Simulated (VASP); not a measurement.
# Nb (Fd-3m) in VASP: notebook

Nb is run at these levels: revPBE; tasks: single point.

Program: VASP 6.6.1. These are calculated values, not measurements. Logs are shortened: lines on timing, memory, paths and dates and some standing lists are left out, and cuts for length are marked.

### 1 The cell of the first run

The structure is cubic, space group Fd-3m (No. 227). Conventional cell: a = 6.109 Å, b = 6.109 Å, c = 6.109 Å, α = 90.00°, β = 90.00°, γ = 90.00°. Within 3.5 Å of Nb (site symmetry -43m) lie 4 Nb at 2.65 Å.

### 2 Single point, revPBE (volume scaled by 1.08)

File INCAR:

```
PREC = Accurate ; ENCUT = 520
EDIFF = 1E-7 ; ISMEAR = -1
SIGMA = 0.1 ; LREAL = False
LASPH = True ; NELM = 80
ALGO = Normal ; ISIF = 2
LWAVE = False ; LCHARG = True
GGA = RE ; LELF = True
LVHAR = True ; NBANDS = 20
```

File KPOINTS:

```
regular mesh
0
Gamma
  10 10 10
```

File POSCAR:

```
Nb
1.0
    0.0000000000      3.0542506995      3.0542506995
    3.0542506995      0.0000000000      3.0542506995
    3.0542506995      3.0542506995      0.0000000000
Nb
2
Direct
    0.1250000000      0.1250000000      0.1250000000
    0.8750000000      0.8750000000      0.8750000000
```

Potentials or basis: VASP PAW PBE potentials, release 64 (Nb_sv).

Launch:

```sh
> cat potpaw_PBE.64/Nb_sv/POTCAR > POTCAR
> mpirun -np 1 vasp_std > vasp.out
```

OUTCAR:

```text
PREC = Accurate
   ENCUT = 520
   EDIFF = 1E-7
   ISMEAR = -1
   LREAL = False
   LASPH = True
   NELM = 80
   ISIF = 2
   GGA = RE

 ion  position               nearest neighbor table
   1  0.125  0.125  0.125-   2 2.65   2 2.65   2 2.65   2 2.65
   2  0.875  0.875  0.875-   1 2.65   1 2.65   1 2.65   1 2.65

  LATTYP: Found a face centered cubic cell.
 ALAT       =     6.1085013990

  Lattice vectors:

 A1 = (   0.0000000000,   3.0542506995,   3.0542506995)
 A2 = (   3.0542506995,   0.0000000000,   3.0542506995)
 A3 = (   3.0542506995,   3.0542506995,   0.0000000000)

Analysis of symmetry for initial positions (statically):
=====================================================================
 Subroutine PRICEL returns:
 Original cell was already a primitive cell.

 Routine SETGRP: Setting up the symmetry group for a
 face centered cubic supercell.

 Subroutine GETGRP returns: Found 48 space group operations
 (whereof 12 operations were pure point group operations)
 out of a pool of 48 trial point group operations.

The static configuration has the point symmetry D_3d.
 The point group associated with its full space group is O_h .

Analysis of symmetry for dynamics (positions and initial velocities):
=====================================================================
 Subroutine PRICEL returns:
 Original cell was already a primitive cell.

 Routine SETGRP: Setting up the symmetry group for a
 face centered cubic supercell.

 Subroutine GETGRP returns: Found 48 space group operations
 (whereof 12 operations were pure point group operations)
 out of a pool of 48 trial point group operations.

The dynamic configuration has the point symmetry D_3d.
 The point group associated with its full space group is O_h .

 Subroutine INISYM returns: Found 48 space group operations
 (whereof 12 operations are pure point group operations),
 and found     1 'primitive' translations

----------------------------------------------------------------------------------------

                                     Primitive cell

  volume of cell :      56.9828

  direct lattice vectors                    reciprocal lattice vectors
     0.000000000  3.054250699  3.054250699    -0.163706273  0.163706273  0.163706273
     3.054250699  0.000000000  3.054250699     0.163706273 -0.163706273  0.163706273
[... 72 lines left out ...]
   ions per type =               2
   NGX,Y,Z   is equivalent  to a cutoff of  12.32, 12.32, 12.32 a.u.
   NGXF,Y,Z  is equivalent  to a cutoff of  24.63, 24.63, 24.63 a.u.
 SYSTEM =  unknown system
   PREC   = accura    normal or accurate (medium, high low for compatibility)
   ISTART =      0    job   : 0-new  1-cont  2-samecut
   ICHARG =      2    charge: 1-file 2-atom 10-const
   ISPIN  =      1    spin polarized calculation?
   LNONCOLLINEAR =      F non collinear calculations
   LSORBIT =      F    spin-orbit coupling
   LASPH  =      T    aspherical Exc in radial PAW
   ENCUT  =  520.0 eV  38.22 Ry    6.18 a.u.   8.03  8.03  8.03*2*pi/ulx,y,z
   NELM   =     80;   NELMIN=  2; NELMDL= -5     # of ELM steps
   EDIFF  = 0.1E-06   stopping-criterion for ELM
   LREAL  =      F    real-space projection
   EDIFFG = 0.1E-05   stopping-criterion for IOM
   NSW    =      0    number of steps for IOM
   IBRION =     -1    ionic relax: 0-MD 1-quasi-New 2-CG
   NFREE  =      0    steps in history (QN), initial steepest desc. (CG)
   ISIF   =      2    stress and relaxation
   ISYM   =      2    0-nonsym 1-usesym 2-fastsym
   POTIM  = 0.5000    time-step for ionic-motion
   TEBEG  =    0.0;   TEEND  =   0.0 temperature during run
   PSTRESS=    0.0 pullay stress
   NELECT =      26.0000    total number of electrons
   NUPDOWN=      -1.0000    fix difference up-down
   EMIN   =  10.00;   EMAX   =-10.00  energy-range for DOS
   EFERMI =   0.00;   METHOD = LEGACY
   ISMEAR =    -1;   SIGMA  =   0.10  broadening in eV -4-tet -1-fermi 0-gaus
   EFERMI_NEDOS =   21; number of points for ismear=-14 and -15
   IALGO  =     38    algorithm
   IMIX   =      4    mixing-type and parameters
     AMIX     =   0.40;   BMIX     =  1.00
     AMIX_MAG =   1.60;   BMIX_MAG =  1.00
  volume/ion in A,a.u.               =      28.49       192.27
  Fermi-wavevector in a.u.,A,eV,Ry     =   1.260331  2.381680 21.611958  1.588434
  Thomas-Fermi vector in A             =   2.393846
   LORBIT       =      0    0 simple, 1 ext, 2 COOP (PROOUT), +10 PAW based schemes
   GGA     = RE    functional components
   LHFCALC =     F    Hartree Fock is set to
   AEXX    =    0.0000 exact exchange contribution
   IVDW    =     0    specifies the selected vdW correction
   LEPSILON=     F    determine dielectric tensor
   LRPA    =     F    only Hartree local field effects (RPA)
 non-spin polarized calculation
  energy-cutoff  :      520.00
  volume of cell :       56.98
 maximum number of plane-waves:      1550
   NGX = 17   NGY = 17   NGZ = 17

 number of electron      26.0000002 magnetization

 Free energy of the ion-electron system (eV)
  ---------------------------------------------------
  ext. energy  EPLUGINS =         0.00000000
  ---------------------------------------------------
  free energy    TOTEN  =       -14.59828017 eV

  energy without entropy =      -14.45975592  energy(sigma->0) =      -14.52901805

 E-fermi :   5.7733     XC(G=0):  -9.8137

 val. band max:        5.7689165613   @ k =   0.5000   0.3000   0.0000
 cond. band min:       5.7799100509   @ k =   0.4000   0.1000   0.0000
 fundamental gap:      0.0109934896
 Fermi energy:         5.7732829160

 k-point     1 :       0.0000    0.0000    0.0000
  band No.  band energies     occupation
      1     -48.7217      2.00000
      2     -48.2378      2.00000
      3     -25.0528      2.00000
      4     -25.0528      2.00000
      5     -25.0528      2.00000
      6     -24.1839      2.00000
[... 541 lines left out ...]
     19      10.5755      0.00000
     20      11.9751      0.00000

 [... further k-points ...]
[... 5 lines left out ...]
  --------------------------------------------------------------------------------------
  -------------------------------------------------------------------------------------
  Total       -1.4660236     -1.4660236     -1.4660236     -0.0000000      0.0000000      0.0000000
  in kB      -41.2199547    -41.2199547    -41.2199547     -0.0000000      0.0000000      0.0000000
  external PRESSURE =     -41.2199547 kB  Pullay stress =       0.0000000 kB

 VOLUME and BASIS-vectors are now :
 -----------------------------------------------------------------------------
  energy-cutoff  :      520.00
  volume of cell :       56.98
      direct lattice vectors                 reciprocal lattice vectors
     0.000000000  3.054250699  3.054250699    -0.163706273  0.163706273  0.163706273
     3.054250699  0.000000000  3.054250699     0.163706273 -0.163706273  0.163706273
     3.054250699  3.054250699  0.000000000     0.163706273  0.163706273 -0.163706273

 POSITION                                       TOTAL-FORCE (eV/Angst)
 -----------------------------------------------------------------------------------
      0.76356      0.76356      0.76356         0.000000      0.000000      0.000000
      5.34494      5.34494      5.34494        -0.000000     -0.000000     -0.000000
 -----------------------------------------------------------------------------------
    total drift:                                0.000000      0.000000     -0.000000

  FREE ENERGIE OF THE ION-ELECTRON SYSTEM (eV)
  ---------------------------------------------------
  free  energy   TOTEN  =       -14.5982801702 eV

  energy  without entropy=      -14.4597559204  energy(sigma->0) =      -14.52901805
```

Run time: 37 s. Hardware: 1 thread of Intel Xeon Platinum 8488C (Sapphire Rapids), shared host; peak memory 0.19 GiB.

What came out:

```yaml
Free_energy: -14.5983 eV
Pressure: -4.1 GPa
Band_gap_on_the_k_mesh: zero (band 13 reaches 6.20 eV, above the bottom of band 14 at 5.16 eV)
```

Caveat: the cell differs from its parent crystal (volume scaled by 1.08); the PAW data sets were made with another functional, which shifts forces and pressure a little.

### 3 Single point, revPBE (volume scaled by 1.12)

File INCAR:

```
PREC = Accurate
ENCUT = 520
EDIFF = 1E-7
ISMEAR = -1
SIGMA = 0.1
LREAL = False
LASPH = True
NELM = 60
ALGO = Normal
ISIF = 2
LWAVE = False
LCHARG = False
GGA = RE
NBANDS = 20
```

KPOINTS is that of step 2.

File POSCAR:

```
Nb
1.0
    0.0000000000      3.0915013305      3.0915013305
    3.0915013305      0.0000000000      3.0915013305
    3.0915013305      3.0915013305      0.0000000000
Nb
2
Direct
    0.1250000000      0.1250000000      0.1250000000
    0.8750000000      0.8750000000      0.8750000000
```

Potentials or basis: VASP PAW PBE potentials, release 64 (Nb_sv).

Launch:

```sh
> cat potpaw_PBE.64/Nb_sv/POTCAR > POTCAR
> mpirun -np 1 vasp_std > vasp.out
```

Wall time 58 s (1 thread of Intel Xeon Platinum 8488C (Sapphire Rapids), shared host); peak memory 0.21 GiB.

The run converged. Its results:

- Free energy: -14.5350 eV
- Pressure: -5.6 GPa
- Band gap on the k mesh: zero (band 13 reaches 5.83 eV, above the bottom of band 14 at 4.87 eV)

Levels at points of the mesh, in eV from the Fermi level:
```tsv
k point	band 10	band 11	band 12	band 13	band 14	band 15	band 16	band 17
(0.00, 0.00, 0.00)	-1.04	-1.04	-0.45	-0.45	-0.45	1.71	1.71	1.71
(0.50, 0.00, 0.00)	-1.12	-0.89	-0.89	-0.56	-0.56	0.39	2.60	2.60
(0.50, 0.50, 0.00)	-1.82	-0.50	-0.50	0.01	0.01	1.32	1.32	4.10
```

Caveat: the cell differs from its parent crystal (volume scaled by 1.12); the PAW data sets were made with another functional, which shifts forces and pressure a little.

### 4 Single point, revPBE

This run uses another cell than the first one, of 26.38 Å³/atom, 0.926 times its volume.

File INCAR:

```
PREC = Accurate
ENCUT = 520
EDIFF = 1E-7
ISMEAR = -1
SIGMA = 0.1
LREAL = F
LASPH = T
NELM = 100
ALGO = Normal
ISIF = 2
LWAVE = F
LCHARG = F
GGA = RE
NBANDS = 20
```

File KPOINTS:

```
regular mesh
0
Gamma
  15 15 15
```

File POSCAR:

```
Nb
1.0
    0.0000000000      2.9768944074      2.9768944074
    2.9768944074      0.0000000000      2.9768944074
    2.9768944074      2.9768944074      0.0000000000
Nb
2
Direct
    0.1250000000      0.1250000000      0.1250000000
    0.8750000000      0.8750000000      0.8750000000
```

Launch:

```sh
> cat potpaw_PBE.64/Nb_sv/POTCAR > POTCAR
> mpirun -np 1 vasp_std > vasp.out
```

It took 86 s on 1 thread of Intel Xeon Platinum 8488C (Sapphire Rapids), shared host; peak memory 0.24 GiB.

The run converged. Its results:

- Free energy: -14.6547 eV
- Pressure: -0.1 GPa
- Band gap on the k mesh: zero (band 13 reaches 6.93 eV, above the bottom of band 14 at 5.85 eV)

Levels at points of the mesh, in eV from the Fermi level:
| k point | band 11 | band 12 | band 13 | band 14 | band 15 | band 16 |
| --- | --- | --- | --- | --- | --- | --- |
| (0.00, 0.00, 0.00) | -1.36 | -0.52 | -0.52 | -0.52 | 1.88 | 1.88 |

Caveat: the PAW data sets were made with another functional, which shifts forces and pressure a little.

### 5 Overview

| cell | k mesh | gap on the mesh (eV) | pressure (GPa) |
| --- | --- | --- | --- |
| a = 4.319 Å, angles 60.0°, 2 atoms | 10 × 10 × 10 | none | -4.1 |
| a = 4.372 Å, angles 60.0°, 2 atoms | 10 × 10 × 10 | none | -5.6 |
| a = 4.210 Å, angles 60.0°, 2 atoms | 15 × 15 × 15 | none | -0.1 |

Alike in all rows: task single point; level revPBE; potentials or basis VASP PAW PBE potentials, release 64 (Nb_sv); no spin polarisation; cutoff (eV) 520; smearing fermi-dirac 0.1 eV.

Caveats: the PAW data sets were made with another functional, which shifts forces and pressure a little.

Absolute energies hang on the potentials; compare differences alone.
